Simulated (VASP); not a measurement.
Set up this calculation in VASP 6.6.1, as the native input.

* Task: single point
* Functional: PBE
* Potentials or basis: VASP PAW PBE potentials, release 64 (Pb_d, S)
* Cutoff: 520 eV
* k mesh: 12 × 12 × 12
* Occupations: gaussian, width 0.02 eV
* Spin: no spin polarisation
* Dipole correction: no
* Further INCAR settings: ALGO = Normal; EDIFF = 1e-07; NBANDS = 17

The structure of PbS lies in POSCAR:

```
PbS
1.0
   -2.0585827317      2.0585827317      2.9129680710
    2.0585827317     -2.0585827317      2.9129680710
    2.0585827317      2.0585827317     -2.9129680710
Pb S
1 1
Direct
    0.2500000000      0.2500000000      0.0000000000
    0.7500000000      0.7500000000      0.0000000000
```

This cell differs from its parent crystal: volume scaled by 0.91, then relaxed in part.

These files were run (other wordings do the same):

INCAR

```
SYSTEM = PbS
PREC = Accurate
ENCUT = 520
EDIFF = 1E-7
ISMEAR = 0
SIGMA = 0.02
LREAL = .FALSE.
LASPH = .TRUE.
NELM = 80
ALGO = Normal
ISIF = 2
LWAVE = .FALSE.
LCHARG = .TRUE.
GGA = PE
LELF = .TRUE.
LVHAR = .TRUE.
NBANDS = 17
```

KPOINTS

```
regular mesh
0
G
  12 12 12
  0 0 0
```

Potentials or basis: VASP PAW PBE potentials, release 64 (Pb_d, S).

Command:

```bash
$ cat potpaw_PBE.64/Pb_d/POTCAR potpaw_PBE.64/S/POTCAR > POTCAR
$ mpirun -np 1 vasp_std > vasp.out
```

It gave:

The pressure is 6.0 GPa and the band gap on the k mesh is 0.14 eV, direct.

Caveat: spin-orbit coupling is left out, which moves the levels of the heavy elements.

Wall time 81 s on 1 thread of AMD EPYC 9R45 96-Core Processor (Zen 5) (shared host), peak memory 0.24 GiB.
